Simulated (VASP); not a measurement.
A run of VASP 6.6.1:

Contents of INCAR:

```
SYSTEM = TiAl16N16
PREC = Accurate ; ENCUT = 520
EDIFF = 1E-6 ; ISMEAR = -1
SIGMA = 0.01 ; LREAL = Auto
LASPH = .TRUE. ; NELM = 120
ALGO = Normal ; ISIF = 2
LWAVE = .FALSE. ; LCHARG = .FALSE.
GGA = PE ; NBANDS = 92
GGA_COMPAT = .FALSE.
```

The input KPOINTS:

```
regular mesh
0
G
  1 1 1
  0 0 0
```

File POSCAR:

```
TiAl16N16
1.0
    6.2595139092      0.0000000618      0.0000000000
   -3.1297570081      5.4208980298      0.0000000000
    0.0000000000      0.0000000000     10.0348065900
Al N Ti
16 16 1
Direct
    0.4006519746      0.2003149600      0.2422559356
    0.1683280476      0.3346382637      0.5090348221
    0.3303288946      0.1652555021      0.7482393446
    0.1660703389      0.3282734958      1.0040382328
    0.3358243366      0.6681091364      0.2584895249
    0.1685901984      0.8337680666      0.5090782084
    0.3282062785      0.6641394152      0.7581857825
    0.1660925138      0.8379548537      1.0039461214
    0.7990250825      0.1787243401      0.2396415926
    0.6621622346      0.3312350218      0.4835778096
    0.8349810758      0.1626343071      0.7453941996
    0.6739600168      0.3371810475      0.9618649029
    0.7994595542      0.6209984685      0.2396539936
    0.6421392723      0.8212599118      0.5111083297
    0.8350341451      0.6726377748      0.7453370820
    0.6692421169      0.8347278629      0.9992557636
    0.3313313863      0.1656118166      0.4410462720
    0.1696686843      0.3236516412      0.2049101016
    0.3303835714      0.1652805056      0.9379617041
    0.1684901579      0.3357299341      0.6962912643
    0.3161029535      0.6579371824      0.4499036144
    0.1697464556      0.8462736406      0.2049207396
    0.3303112653      0.6651844327      0.9540941783
    0.1686079081      0.8329396538      0.6963067183
    0.8310898080      0.1560663496      0.4439121929
    0.6904281341      0.3456260134      0.1400336377
    0.8405214404      0.1601666571      0.9340561202
    0.6681016131      0.3341904959      0.6964437381
    0.8313788160      0.6755179272      0.4440061542
    0.6717104272      0.8360779030      0.2024510957
    0.8406222568      0.6807518597      0.9339748172
    0.6556640470      0.8279825565      0.6965982710
    0.0003789632      0.0003981524      0.3443376485
```

Potentials or basis: VASP PAW PBE potentials, release 64 (Al, N, Ti_sv).

Command:

```console
$ cat potpaw_PBE.64/Al/POTCAR potpaw_PBE.64/N/POTCAR potpaw_PBE.64/Ti_sv/POTCAR > POTCAR
$ mpirun -np 1 vasp_gam > vasp.out
```

Hardware: 1 thread of Intel(R) Xeon(R) Platinum 8259CL CPU @ 2.50GHz (Skylake/Cascade Lake), on a shared host.

Problem. How long does it take, and how much memory?

Solution. Wall time 100 s on 1 thread of Intel(R) Xeon(R) Platinum 8259CL CPU @ 2.50GHz (Skylake/Cascade Lake), on a shared host, peak memory 0.41 GiB. Counts: scf iterations 18, k points 1.
